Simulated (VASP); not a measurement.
Li3HS:

```
S H Li
1.0
     3.80117    0.00000    0.00000
     0.00000    3.80117    0.00000
     0.00000    0.00000    3.80117
S H Li
1 1 3
Direct
  0.50000 0.50000 0.50000
  0.00000 0.00000 0.00000
  0.50000 0.00000 0.00000
  0.00000 0.50000 0.00000
  0.00000 0.00000 0.50000
```

```yaml
Program: VASP 6.6.1
Task: relaxation of cell and atoms
Functional: LDA
Potentials_or_basis: VASP PAW LDA potentials, release 64 (S, H, Li_sv)
Cutoff: 600 eV
k_mesh: 6 × 6 × 6
Occupations: gaussian, width 0.02 eV
Spin: no spin polarisation
```

At the start: pressure -3.5 GPa; volume 10.98 Å³/atom.

Task: How do energy, volume and symmetry change on relaxing?

Result: Over 4 steps the energy falls by 10.0 meV/atom and the volume is 10.13 Å³/atom (-7.8 %); space group Pm-3m (No. 221, to 0.1 Å) before and after.

Step by step:
| step | energy change (eV) | largest force (eV/Å) | pressure (GPa) | volume (Å³) |
| --- | --- | --- | --- | --- |
| 1 | 0.0000 | 0.0000 | -3.53 | 54.92 |
| 2 | -0.0338 | 0.0000 | -2.13 | 53.02 |
| 3 | -0.0501 | 0.0000 | -0.18 | 50.82 |
| 4 | -0.0502 | 0.0000 | 0.02 | 50.63 |

Final structure:
```
S H Li
1.0
     3.69953    0.00000    0.00000
     0.00000    3.69953    0.00000
     0.00000    0.00000    3.69953
S H Li
1 1 3
Direct
  0.50000 0.50000 0.50000
  0.00000 0.00000 0.00000
  0.50000 0.00000 0.00000
  0.00000 0.50000 0.00000
  0.00000 0.00000 0.50000
```

Caveat: the cutoff is under 1.25 times the usual one of these potentials, so pressure, stress and relaxed cells hold a basis-set (Pulay) error.
